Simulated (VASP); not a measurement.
# K: single point with PBEsol

K:

```
K
1.0
    -2.61800    2.61800    2.61800
     2.61800   -2.61800    2.61800
     2.61800    2.61800   -2.61800
K
1
Cartesian
  0.0000 0.0000 0.0000
```

```
Program                : VASP 6.6.1
Task                   : single point
Functional             : PBEsol
Potentials or basis    : VASP PAW PBE potentials, release 64 (K_sv)
Cutoff                 : 520 eV
k mesh                 : 14 × 14 × 14
Occupations            : gaussian, width 0.15 eV
Spin                   : no spin polarisation
Dipole correction      : no
Further INCAR settings : ALGO = Normal; EDIFF = 1e-06; NBANDS = 10
```

```json
{
 "Pressure": "-0.1 GPa"
}
```

Levels at points of the mesh, in eV from the Fermi level:
| k point | band 2 | band 3 | band 4 | band 5 | band 6 | band 7 |
| --- | --- | --- | --- | --- | --- | --- |
| (0.00, 0.00, 0.00) | -15.48 | -15.48 | -15.48 | -2.19 | 4.32 | 4.32 |
| (0.50, 0.00, 0.00) | -15.56 | -15.51 | -15.48 | 0.44 | 0.70 | 3.17 |
| (0.50, 0.50, 0.50) | -15.54 | -15.54 | -15.54 | 1.66 | 1.66 | 3.53 |

Run time: 31 s on 1 thread of Intel Xeon 6975P-C, on a shared host, peak memory 0.24 GiB.

Caveat: the PAW data sets were made with another functional, which shifts forces and pressure a little.
